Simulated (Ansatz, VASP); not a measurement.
MgO: VASP beside Ansatz

INCAR

```
SYSTEM = MgO
  PREC = Accurate
  ENCUT = 520
  EDIFF = 1E-6
  ISMEAR = 0
  SIGMA = 0.05
  LREAL = .False.
  LASPH = .True.
  NELM = 100
  ALGO = Normal
  ISIF = 2
  LWAVE = .False.
  LCHARG = .False.
  GGA = PS
  NBANDS = 26
```

File KPOINTS:

```
regular mesh
0
Gamma
  9 9 4
  0 0 0
```

File POSCAR:

```
MgO
1.0
    3.2553371795      0.0000000000      0.0000000000
   -1.6276685897      2.8192046953      0.0000000000
    0.0000000000      0.0000000000     10.4149514991
Mg O
4 4
Direct
    0.3333333333      0.6666666667      0.9695963559
    0.0000000000      0.0000000000      0.2209473890
    0.0000000000      0.0000000000      0.7209473890
    0.6666666667      0.3333333333      0.4695963559
    0.3333333333      0.6666666667      0.7799156657
   -0.0399344193      0.0000000000      0.4796105484
    0.0000000000      0.0000000000      0.0295387694
    0.6666666667      0.3333333333      0.2799156657
```

Input for Ansatz:

```yaml
crystal:
  lattice:
    - [3.2553371795, 0.0, 0.0]
    - [-1.6276685897, 2.8192046953, 0.0]
    - [0.0, 0.0, 10.4149514991]
  atoms:
    - { symbol: Mg, position: [0.3333333333, 0.6666666667, 0.9695963559] }
    - { symbol: Mg, position: [0.0, 0.0, 0.220947389] }
    - { symbol: Mg, position: [0.0, 0.0, 0.720947389] }
    - { symbol: Mg, position: [0.6666666667, 0.3333333333, 0.4695963559] }
    - { symbol: O, position: [0.3333333333, 0.6666666667, 0.7799156657] }
    - { symbol: O, position: [-0.0399344193, 0.0, 0.4796105484] }
    - { symbol: O, position: [0.0, 0.0, 0.0295387694] }
    - { symbol: O, position: [0.6666666667, 0.3333333333, 0.2799156657] }
basis:
  ecutwfc: 420
kpoints:
  mp_grid: { grid: [9, 9, 4] }
hamiltonian:
  xc: pbesol
  pseudopotentials: { kind: paw, azcp: { folder: soft_1 } }
scf:
  occupations: { method: gaussian, width: 0.05 }
output:
  forces: true
  stress: true
  eigenvalues: true
```

Alike in both runs: task single point; functional PBEsol; k mesh 9 × 9 × 4; occupations gaussian, width 0.05 eV; no spin polarisation.

|  | VASP | Ansatz |
| --- | --- | --- |
| version | VASP 6.6.1 | Ansatz 0.2.0 |
| potentials or method | VASP PAW PBE potentials, release 64 (Mg, O), cutoff 520 eV | scalar-relativistic, plane waves, PAW |
| valence electrons in the cell | 32 | 64 |

VASP gave:

* gap on the k mesh at the Fermi level (eV): 1.42
* least direct gap on the mesh (eV): 1.42
* pressure (GPa): 3.0
* traceless stress, the component that is largest in VASP (GPa): -5.11
* rms of the force components (eV/Å): 1.244

Which values does Ansatz return?

gap on the k mesh at the Fermi level (eV): 1.45; least direct gap on the mesh (eV): 1.45; pressure (GPa): 3.2; traceless stress, the component that is largest in VASP (GPa): -5.00; rms of the force components (eV/Å): 1.223.

VASP's potentials were made for PBE, not for PBEsol, and Ansatz warns of the same on its side. Atom by atom the forces differ by 0.025 eV/Å (rms over components). VASP's potentials hold 32 valence electrons a cell and Ansatz's 64, so a difference there can come from the potentials and not from the codes.
